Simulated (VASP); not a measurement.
# TiO2 (P4_2/mnm) in VASP: notebook

Runs on TiO2. Level: r2SCAN+U. Tasks: single point.

Everything below comes from runs of VASP 6.6.1. Logs are shortened: lines on timing, memory, paths and dates and some standing lists are left out, and cuts for length are marked.

**1. The cell of the first run**

The structure is tetragonal, space group P4_2/mnm (No. 136). The conventional cell has a = 4.531 Å, b = 4.531 Å, c = 3.128 Å, α = 90.00°, β = 90.00°, γ = 90.00°. Ti (site symmetry mmm) has 6 O at 1.96 to 2.00 Å within 2.6 Å. O (site symmetry m2m) has 3 Ti at 1.96 to 2.00 Å and 1 O at 2.49 Å within 2.6 Å.

**2. Single point, r2SCAN+U**

File POSCAR:

```
TiO2
1.0
    4.5308811857      0.0000000000      0.0000000000
    0.0000000000      4.5308811857      0.0000000000
    0.0000000000      0.0000000000      3.1278684245
Ti O
2 4
Direct
    0.5000000000      0.5000000000      0.0000000000
    0.0000000000      0.0000000000      0.5000000000
    0.6941463590      0.6941463590      0.5000000000
    0.8058536410      0.1941463590      0.0000000000
    0.1941463590      0.8058536410      0.0000000000
    0.3058536410      0.3058536410      0.5000000000
```

File INCAR.step1:

```
PREC = Accurate
ENCUT = 520
ISMEAR = 0
SIGMA = 0.02
LREAL = False
LASPH = True
NELM = 150
LMAXMIX = 4
LDAU = True
LDAUTYPE = 2
LDAUL = 2 -1
LDAUU = 4 0
LDAUJ = 0 0
NBANDS = 33
GGA = PE
ALGO = Normal
EDIFF = 1E-4
LWAVE = True
LCHARG = False
```

File INCAR.step2:

```
PREC = Accurate
ENCUT = 520
EDIFF = 1E-6
ISMEAR = 0
SIGMA = 0.02
LREAL = False
LASPH = True
NELM = 150
ALGO = Normal
ISIF = 2
LWAVE = False
LCHARG = False
LMAXMIX = 4
LDAU = True
LDAUTYPE = 2
LDAUL = 2 -1
LDAUU = 4 0
LDAUJ = 0 0
LDAUPRINT = 1
METAGGA = R2SCAN
LMIXTAU = True
NBANDS = 33
ISTART = 1
```

File KPOINTS:

```
Automatic mesh
0
Gamma
  6 6 8
```

Potentials or basis: VASP PAW PBE potentials, release 64 (Ti_sv, O).

Launch:

```
cat potpaw_PBE.64/Ti_sv/POTCAR potpaw_PBE.64/O/POTCAR > POTCAR
cp INCAR.step1 INCAR
mpirun -np 1 vasp_std > vasp.out
cp INCAR.step2 INCAR
mpirun -np 1 vasp_std > vasp.out
```

OUTCAR:

```text
PREC = Accurate
   ENCUT = 520
   EDIFF = 1E-6
   ISMEAR = 0
   LREAL = False
   LASPH = True
   NELM = 150
   ISIF = 2
   METAGGA = R2SCAN
   ISTART = 1

 ion  position               nearest neighbor table
   1  0.500  0.500  0.000-   4 1.96   5 1.96   3 2.00   6 2.00   3 2.00   6 2.00
   2  0.000  0.000  0.500-   3 1.96   6 1.96   5 2.00   4 2.00   4 2.00   5 2.00
   3  0.694  0.694  0.500-   2 1.96   1 2.00   1 2.00
   4  0.806  0.194  0.000-   1 1.96   2 2.00   2 2.00
   5  0.194  0.806  0.000-   1 1.96   2 2.00   2 2.00
   6  0.306  0.306  0.500-   2 1.96   1 2.00   1 2.00

  LATTYP: Found a simple tetragonal cell.
 ALAT       =     4.5308811857
 C/A-ratio  =     0.6903443936

  Lattice vectors:

 A1 = (   4.5308811857,   0.0000000000,   0.0000000000)
 A2 = (   0.0000000000,   4.5308811857,   0.0000000000)
 A3 = (   0.0000000000,   0.0000000000,   3.1278684245)

Analysis of symmetry for initial positions (statically):
=====================================================================
 Subroutine PRICEL returns:
 Original cell was already a primitive cell.

 Routine SETGRP: Setting up the symmetry group for a
 simple tetragonal supercell.

 Subroutine GETGRP returns: Found 16 space group operations
 (whereof  8 operations were pure point group operations)
 out of a pool of 16 trial point group operations.

The static configuration has the point symmetry D_2h.
 The point group associated with its full space group is D_4h.

Analysis of symmetry for dynamics (positions and initial velocities):
=====================================================================
 Subroutine PRICEL returns:
 Original cell was already a primitive cell.

 Routine SETGRP: Setting up the symmetry group for a
 simple tetragonal supercell.

 Subroutine GETGRP returns: Found 16 space group operations
 (whereof  8 operations were pure point group operations)
 out of a pool of 16 trial point group operations.

The dynamic configuration has the point symmetry D_2h.
 The point group associated with its full space group is D_4h.

 Subroutine INISYM returns: Found 16 space group operations
 (whereof  8 operations are pure point group operations),
 and found     1 'primitive' translations

----------------------------------------------------------------------------------------

                                     Primitive cell

  volume of cell :      64.2116

  direct lattice vectors                    reciprocal lattice vectors
     4.530881186  0.000000000  0.000000000     0.220707619  0.000000000  0.000000000
     0.000000000  4.530881186  0.000000000     0.000000000  0.220707619  0.000000000
     0.000000000  0.000000000  3.127868424     0.000000000  0.000000000  0.319706543

  length of vectors
     4.530881186  4.530881186  3.127868424     0.220707619  0.220707619  0.319706543

  position of ions in fractional coordinates (direct lattice)
     0.500000000  0.500000000  0.000000000
     0.000000000  0.000000000  0.500000000
     0.694146359  0.694146359  0.500000000
     0.805853641  0.194146359  0.000000000
     0.194146359  0.805853641  0.000000000
     0.305853641  0.305853641  0.500000000

  ion indices of the primitive-cell ions
   primitive index   ion index
                 1           1
                 2           2
                 3           3
                 4           4
                 5           5
                 6           6

----------------------------------------------------------------------------------------

 KPOINTS: Automatic mesh

Automatic generation of k-mesh.
 Grid dimensions read from file:
 generate k-points for:    6    6    8

 Generating k-lattice:

  Cartesian coordinates                     Fractional coordinates (reciprocal lattice)
     0.036784603  0.000000000  0.000000000     0.166666667  0.000000000  0.000000000
     0.000000000  0.036784603  0.000000000     0.000000000  0.166666667  0.000000000
     0.000000000  0.000000000  0.039963318     0.000000000  0.000000000  0.125000000

  Length of vectors
     0.036784603  0.036784603  0.039963318

[... 63 lines left out ...]
   PSTRESS=    0.0 pullay stress
   NELECT =      48.0000    total number of electrons
   NUPDOWN=      -1.0000    fix difference up-down
   EMIN   =  10.00;   EMAX   =-10.00  energy-range for DOS
   EFERMI =   0.00;   METHOD = LEGACY
   ISMEAR =     0;   SIGMA  =   0.02  broadening in eV -4-tet -1-fermi 0-gaus
   EFERMI_NEDOS =   21; number of points for ismear=-14 and -15
   IALGO  =     38    algorithm
   IMIX   =      4    mixing-type and parameters
     AMIX     =   0.40;   BMIX     =  1.00
     AMIX_MAG =   1.60;   BMIX_MAG =  1.00
  volume/ion in A,a.u.               =      10.70        72.22
  Fermi-wavevector in a.u.,A,eV,Ry     =   1.485767  2.807692 30.034900  2.207503
  Thomas-Fermi vector in A             =   2.599137
   LORBIT       =      0    0 simple, 1 ext, 2 COOP (PROOUT), +10 PAW based schemes
 LDA+U is selected, type is set to LDAUTYPE =  2
   angular momentum for each species LDAUL =     2   -1
   U (eV)           for each species LDAUU =   4.0  0.0
   J (eV)           for each species LDAUJ =   0.0  0.0
   METAGGA = R2SCAN    functional components
   LHFCALC =     F    Hartree Fock is set to
   AEXX    =    0.0000 exact exchange contribution
   IVDW    =     0    specifies the selected vdW correction
   LEPSILON=     F    determine dielectric tensor
   LRPA    =     F    only Hartree local field effects (RPA)
 non-spin polarized calculation
 Gauss-broadening in eV      SIGMA  =   0.02
  energy-cutoff  :      520.00
  volume of cell :       64.21
 maximum number of plane-waves:      1752
 NGX is ok and might be reduce to    36
   NGX = 17   NGY = 17   NGZ = 11

atom =   1  type =  1  l = 2

 onsite density matrix

spin component  1

  0.1907  0.0000  0.0901  0.0000 -0.0000
  0.0000  0.1657  0.0000  0.0813  0.0000
  0.0901  0.0000  0.1227  0.0000  0.0000
  0.0000  0.0813  0.0000  0.1657  0.0000
 -0.0000  0.0000  0.0000  0.0000  0.0937

spin component  2

  0.1907  0.0000  0.0901  0.0000 -0.0000
  0.0000  0.1657  0.0000  0.0813  0.0000
  0.0901  0.0000  0.1227  0.0000  0.0000
  0.0000  0.0813  0.0000  0.1657  0.0000
 -0.0000  0.0000  0.0000  0.0000  0.0937

 occupancies and eigenvectors

  o =  0.0604  v =  0.5687 -0.0000 -0.8225  0.0000  0.0000  0.0000  0.0000  0.0000  0.0000  0.0000      0.0000  0.0000  0.0000  0.0000  0.0000  0.0000  0.0000  0.0000  0.0000  0.0000
  o =  0.0604  v =  0.0000  0.0000  0.0000  0.0000  0.0000  0.5687 -0.0000 -0.8225  0.0000  0.0000      0.0000  0.0000  0.0000  0.0000  0.0000  0.0000  0.0000  0.0000  0.0000  0.0000
  o =  0.0844  v = -0.0000 -0.7071  0.0000  0.7071  0.0000  0.0000  0.0000  0.0000  0.0000  0.0000      0.0000  0.0000  0.0000  0.0000  0.0000  0.0000  0.0000  0.0000  0.0000  0.0000
  o =  0.0844  v =  0.0000  0.0000  0.0000  0.0000  0.0000 -0.0000 -0.7071  0.0000  0.7071  0.0000      0.0000  0.0000  0.0000  0.0000  0.0000  0.0000  0.0000  0.0000  0.0000  0.0000
  o =  0.0937  v =  0.0000  0.0000  0.0000  0.0000  0.0000 -0.0000  0.0000  0.0000 -0.0000  1.0000      0.0000  0.0000  0.0000  0.0000  0.0000  0.0000  0.0000  0.0000  0.0000  0.0000
  o =  0.0937  v = -0.0000  0.0000  0.0000 -0.0000  1.0000  0.0000  0.0000  0.0000  0.0000  0.0000      0.0000  0.0000  0.0000  0.0000  0.0000  0.0000  0.0000  0.0000  0.0000  0.0000
  o =  0.2471  v = -0.0000  0.7071 -0.0000  0.7071  0.0000  0.0000  0.0000  0.0000  0.0000  0.0000      0.0000  0.0000  0.0000  0.0000  0.0000  0.0000  0.0000  0.0000  0.0000  0.0000
  o =  0.2471  v =  0.0000  0.0000  0.0000  0.0000  0.0000 -0.0000  0.7071 -0.0000  0.7071  0.0000      0.0000  0.0000  0.0000  0.0000  0.0000  0.0000  0.0000  0.0000  0.0000  0.0000
  o =  0.2530  v =  0.0000  0.0000  0.0000  0.0000  0.0000  0.8225  0.0000  0.5687  0.0000  0.0000      0.0000  0.0000  0.0000  0.0000  0.0000  0.0000  0.0000  0.0000  0.0000  0.0000
  o =  0.2530  v =  0.8225  0.0000  0.5687  0.0000  0.0000  0.0000  0.0000  0.0000  0.0000  0.0000      0.0000  0.0000  0.0000  0.0000  0.0000  0.0000  0.0000  0.0000  0.0000  0.0000

atom =   2  type =  1  l = 2

 onsite density matrix

spin component  1

  0.1907  0.0000 -0.0901  0.0000 -0.0000
  0.0000  0.1657  0.0000 -0.0813  0.0000
 -0.0901  0.0000  0.1227  0.0000  0.0000
  0.0000 -0.0813  0.0000  0.1657  0.0000
 -0.0000  0.0000  0.0000  0.0000  0.0937

spin component  2

  0.1907  0.0000 -0.0901  0.0000 -0.0000
  0.0000  0.1657  0.0000 -0.0813  0.0000
 -0.0901  0.0000  0.1227  0.0000  0.0000
  0.0000 -0.0813  0.0000  0.1657  0.0000
 -0.0000  0.0000  0.0000  0.0000  0.0937

 occupancies and eigenvectors

  o =  0.0604  v = -0.5687  0.0000 -0.8225  0.0000 -0.0000  0.0000  0.0000  0.0000  0.0000  0.0000      0.0000  0.0000  0.0000  0.0000  0.0000  0.0000  0.0000  0.0000  0.0000  0.0000
  o =  0.0604  v =  0.0000  0.0000  0.0000  0.0000  0.0000 -0.5687  0.0000 -0.8225  0.0000 -0.0000      0.0000  0.0000  0.0000  0.0000  0.0000  0.0000  0.0000  0.0000  0.0000  0.0000
  o =  0.0844  v =  0.0000 -0.7071 -0.0000 -0.7071  0.0000  0.0000  0.0000  0.0000  0.0000  0.0000      0.0000  0.0000  0.0000  0.0000  0.0000  0.0000  0.0000  0.0000  0.0000  0.0000
  o =  0.0844  v =  0.0000  0.0000  0.0000  0.0000  0.0000  0.0000 -0.7071 -0.0000 -0.7071  0.0000      0.0000  0.0000  0.0000  0.0000  0.0000  0.0000  0.0000  0.0000  0.0000  0.0000
  o =  0.0937  v =  0.0000 -0.0000  0.0000 -0.0000 -1.0000  0.0000  0.0000  0.0000  0.0000  0.0000      0.0000  0.0000  0.0000  0.0000  0.0000  0.0000  0.0000  0.0000  0.0000  0.0000
  o =  0.0937  v =  0.0000  0.0000  0.0000  0.0000  0.0000  0.0000 -0.0000  0.0000 -0.0000 -1.0000      0.0000  0.0000  0.0000  0.0000  0.0000  0.0000  0.0000  0.0000  0.0000  0.0000
  o =  0.2471  v =  0.0000  0.0000  0.0000  0.0000  0.0000  0.0000  0.7071 -0.0000 -0.7071  0.0000      0.0000  0.0000  0.0000  0.0000  0.0000  0.0000  0.0000  0.0000  0.0000  0.0000
  o =  0.2471  v =  0.0000  0.7071 -0.0000 -0.7071  0.0000  0.0000  0.0000  0.0000  0.0000  0.0000      0.0000  0.0000  0.0000  0.0000  0.0000  0.0000  0.0000  0.0000  0.0000  0.0000
  o =  0.2530  v = -0.8225  0.0000  0.5687  0.0000  0.0000  0.0000  0.0000  0.0000  0.0000  0.0000      0.0000  0.0000  0.0000  0.0000  0.0000  0.0000  0.0000  0.0000  0.0000  0.0000
  o =  0.2530  v =  0.0000  0.0000  0.0000  0.0000  0.0000 -0.8225  0.0000  0.5687  0.0000  0.0000      0.0000  0.0000  0.0000  0.0000  0.0000  0.0000  0.0000  0.0000  0.0000  0.0000

 number of electron      48.0000007 magnetization

 Free energy of the ion-electron system (eV)
  ---------------------------------------------------
  ext. energy  EPLUGINS =         0.00000000
  ---------------------------------------------------
  free energy    TOTEN  =       -64.61626545 eV

  energy without entropy =      -64.61626545  energy(sigma->0) =      -64.61626545

 E-fermi :   4.9416     XC(G=0): -12.0224

 val. band max:        4.6574716064   @ k =   0.0000   0.0000   0.0000
 cond. band min:       7.3869598449   @ k =   0.0000   0.0000   0.0000
 fundamental gap:      2.7294882385
 Fermi energy:         4.9416388019

 k-point     1 :       0.0000    0.0000    0.0000
  band No.  band energies     occupation
      1     -55.7296      2.00000
      2     -55.7135      2.00000
      3     -30.9141      2.00000
      4     -30.9141      2.00000
      5     -30.7640      2.00000
      6     -30.7640      2.00000
[... 853 lines left out ...]
     32       9.7378      0.00000
     33      11.2994      0.00000

 [... further k-points ...]

------------------------ aborting loop because EDIFF is reached ----------------------------------------

  FORCE on cell =-STRESS in cart. coord.  units (eV):
  Direction    XX          YY          ZZ          XY          YZ          ZX
  --------------------------------------------------------------------------------------
  -------------------------------------------------------------------------------------
  Total        1.7034721      1.7034721     -4.4832045      0.0000000      0.0000000      0.0000000
  in kB       42.5041945     42.5041945   -111.8627040      0.0000000      0.0000000      0.0000000
  external PRESSURE =      -8.9514383 kB  Pullay stress =       0.0000000 kB

 VOLUME and BASIS-vectors are now :
 -----------------------------------------------------------------------------
  energy-cutoff  :      520.00
  volume of cell :       64.21
      direct lattice vectors                 reciprocal lattice vectors
     4.530881186  0.000000000  0.000000000     0.220707619  0.000000000  0.000000000
     0.000000000  4.530881186  0.000000000     0.000000000  0.220707619  0.000000000
     0.000000000  0.000000000  3.127868424     0.000000000  0.000000000  0.319706543

 POSITION                                       TOTAL-FORCE (eV/Angst)
 -----------------------------------------------------------------------------------
      2.26544      2.26544      0.00000         0.000000      0.000000      0.000000
      0.00000      0.00000      1.56393         0.000000      0.000000      0.000000
      3.14509      3.14509      1.56393         0.039504      0.039504     -0.000000
      3.65123      0.87965      0.00000        -0.039504      0.039504      0.000000
      0.87965      3.65123      0.00000         0.039504     -0.039504      0.000000
      1.38579      1.38579      1.56393        -0.039504     -0.039504      0.000000
 -----------------------------------------------------------------------------------
    total drift:                                0.000000      0.000000      0.000000

  FREE ENERGIE OF THE ION-ELECTRON SYSTEM (eV)
  ---------------------------------------------------
  free  energy   TOTEN  =       -64.6162654496 eV

  energy  without entropy=      -64.6162654496  energy(sigma->0) =      -64.61626545
```

Run time: 3.7 min. Hardware: 1 thread of Intel Xeon 6975P-C, shared host; peak memory 0.23 GiB.

Results:

- Free energy: -64.6163 eV
- Pressure: -0.9 GPa
- Largest force: 0.056 eV/Å
- Band gap on the k mesh: 2.73 eV, direct

Forces on the atoms (eV/Å):
```
Ti   0.000  0.000  0.000
Ti   0.000  0.000  0.000
O    0.040  0.040  0.000
O   -0.040  0.040  0.000
O    0.040 -0.040  0.000
O   -0.040 -0.040  0.000
```

Eigenvalues of the final occupation matrices:
| site | spin | trace | eigenvalues |
| --- | --- | --- | --- |
| site 1 d | 1 | 0.74 | 0.06 0.08 0.09 0.25 0.25 |
| site 1 d | 2 | 0.74 | 0.06 0.08 0.09 0.25 0.25 |
| site 2 d | 1 | 0.74 | 0.06 0.08 0.09 0.25 0.25 |
| site 2 d | 2 | 0.74 | 0.06 0.08 0.09 0.25 0.25 |

Caveat: the PAW data sets were made with another functional, which shifts forces and pressure a little.

**3. Single point, r2SCAN+U (uniaxial strain along c: +4.5 %)**

File POSCAR:

```
TiO2
1.0
    4.5456152433      0.0000000000      0.0000000000
    0.0000000000      4.5456152433      0.0000000000
    0.0000000000      0.0000000000      3.1278684245
Ti O
2 4
Direct
    0.5000000000      0.5000000000      0.0000000000
    0.0000000000      0.0000000000      0.5000000000
    0.6943195301      0.6943195301      0.5000000000
    0.8056804699      0.1943195301      0.0000000000
    0.1943195301      0.8056804699      0.0000000000
    0.3056804699      0.3056804699      0.5000000000
```

File INCAR.step1:

```
  PREC = Accurate
  ENCUT = 520
  ISMEAR = 0
  SIGMA = 0.02
  LREAL = False
  LASPH = True
  NELM = 150
  LMAXMIX = 4
  LDAU = True
  LDAUTYPE = 2
  LDAUL = 2 -1
  LDAUU = 4 0
  LDAUJ = 0 0
  NBANDS = 33
  GGA = PE
  ALGO = Normal
  EDIFF = 1E-4
  LWAVE = True
  LCHARG = False
```

File INCAR.step2:

```
  PREC = Accurate
  ENCUT = 520
  EDIFF = 1E-7
  ISMEAR = 0
  SIGMA = 0.02
  LREAL = False
  LASPH = True
  NELM = 150
  ALGO = Normal
  ISIF = 2
  LWAVE = False
  LCHARG = True
  LMAXMIX = 4
  LDAU = True
  LDAUTYPE = 2
  LDAUL = 2 -1
  LDAUU = 4 0
  LDAUJ = 0 0
  LDAUPRINT = 1
  METAGGA = R2SCAN
  LMIXTAU = True
  LELF = True
  LVHAR = True
  NBANDS = 33
  ISTART = 1
```

File KPOINTS:

```
regular mesh
0
Gamma
  6 6 8
```

Potentials or basis: VASP PAW PBE potentials, release 64 (Ti_sv, O).

Launch:

```
cat potpaw_PBE.64/Ti_sv/POTCAR potpaw_PBE.64/O/POTCAR > POTCAR
cp INCAR.step1 INCAR
mpirun -np 1 vasp_std > vasp.out
cp INCAR.step2 INCAR
mpirun -np 1 vasp_std > vasp.out
```

Run time: 4.5 min. Hardware: 1 thread of Intel Xeon 6975P-C, shared host; peak memory 0.23 GiB.

Results (log left out):

```
Free energy            : -64.6260 eV
Pressure               : -2.4 GPa
Largest force          : 0.024 eV/Å
Band gap on the k mesh : 2.71 eV, direct
```

Forces on the atoms (eV/Å):
```
Ti   0.000  0.000  0.000
Ti   0.000  0.000  0.000
O    0.017  0.017  0.000
O   -0.017  0.017  0.000
O    0.017 -0.017  0.000
O   -0.017 -0.017  0.000
```

Stress tensor (GPa, compression positive):
```
  2.58   0.00   0.00
  0.00   2.58   0.00
  0.00   0.00 -12.26
```

Levels at points of the mesh, in eV from the valence-band top:
```csv
k point,band 21,band 22,band 23,band 24,band 25,band 26,band 27,band 28
"(0.00, 0.00, 0.00)",-1.02,-0.47,-0.47,0.00,2.71,3.05,3.11,3.16
"(0.50, 0.00, 0.00)",-2.04,-2.04,-0.77,-0.77,3.32,3.32,3.76,3.76
"(0.50, 0.50, 0.00)",-1.76,-1.76,-1.09,-1.09,2.75,2.75,3.19,3.19
"(0.00, 0.00, 0.50)",-2.45,-2.45,-1.43,-1.43,3.59,3.59,3.76,3.76
"(0.50, 0.00, 0.50)",-1.95,-1.95,-1.08,-1.08,2.76,2.76,3.69,3.69
"(0.50, 0.50, 0.50)",-1.25,-1.25,-0.70,-0.70,3.36,3.36,3.69,3.69
```

Eigenvalues of the final occupation matrices:
| site | spin | trace | eigenvalues |
| --- | --- | --- | --- |
| site 1 d | 1 | 0.74 | 0.06 0.08 0.09 0.25 0.25 |
| site 1 d | 2 | 0.74 | 0.06 0.08 0.09 0.25 0.25 |
| site 2 d | 1 | 0.74 | 0.06 0.08 0.09 0.25 0.25 |
| site 2 d | 2 | 0.74 | 0.06 0.08 0.09 0.25 0.25 |

Caveat: the cell differs from its parent crystal (uniaxial strain along c: +4.5 %); the PAW data sets were made with another functional, which shifts forces and pressure a little. A k mesh can miss the band edges.
